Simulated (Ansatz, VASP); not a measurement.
## In in VASP and in Ansatz

The input POSCAR:

```
In
1.0
    0.0000000000      3.3496009054      3.3496009054
    3.3496009054      0.0000000000      3.3496009054
    3.3496009054      3.3496009054      0.0000000000
In
2
Direct
    0.1250000000      0.1250000000      0.1250000000
    0.8750000000      0.8750000000      0.8750000000
```

File INCAR.step1:

```
ALGO = Normal ; EDIFF = 1E-4
ENCUT = 520 ; GGA = PE
ISMEAR = -1 ; LASPH = T
LCHARG = F ; LREAL = F
LWAVE = T ; NBANDS = 20
NELM = 80 ; PREC = Accurate
SIGMA = 0.1
```

INCAR.step2

```
ALGO = Normal ; EDIFF = 1E-6
ENCUT = 520 ; ISIF = 2
ISMEAR = -1 ; ISTART = 1
LASPH = T ; LCHARG = T
LELF = T ; LMIXTAU = T
LREAL = F ; LVHAR = T
LWAVE = F ; METAGGA = R2SCAN
NBANDS = 20 ; NELM = 80
PREC = Accurate ; SIGMA = 0.1
```

Contents of KPOINTS:

```
k-points
0
Gamma
  9 9 9
```

Input for Ansatz:

```yaml
crystal:
  lattice:
    - [0.0, 3.3496009054, 3.3496009054]
    - [3.3496009054, 0.0, 3.3496009054]
    - [3.3496009054, 3.3496009054, 0.0]
  atoms:
    - { symbol: In, position: [0.125, 0.125, 0.125] }
    - { symbol: In, position: [0.875, 0.875, 0.875] }
hamiltonian:
  xc: r2scan
  pseudopotentials:
    kind: paw
    azcp:
      In: "pseudopotentials/In.paw.azcp"
basis:
  ecutwfc: 500
  fft_grid_basis: typed
kpoints:
  mp_grid: { grid: [9, 9, 9], shift: [0, 0, 0] }
magnetization:
  spin_polarized: false
scf:
  occupations: { method: fermi_dirac, width: 0.1 }
  lower_state_search: "off"
output:
  stress: true
```

Alike in both runs: task single point; functional r2SCAN; k mesh 9 × 9 × 9; occupations fermi-dirac, width 0.1 eV; no spin polarisation.

```csv
,VASP,Ansatz
version,VASP 6.6.1,Ansatz 0.2.0
potentials or method,"VASP PAW PBE potentials, release 64 (In_d), cutoff 520 eV","plane waves (500 eV) with PAW, scalar-relativistic"
valence electrons in the cell,26,26
```

|  | VASP | Ansatz | Ansatz less VASP |
| --- | --- | --- | --- |
| pressure (GPa) | -1.0 | -0.9 | +0.04 |

VASP's potentials were made for PBE, not for r2SCAN.
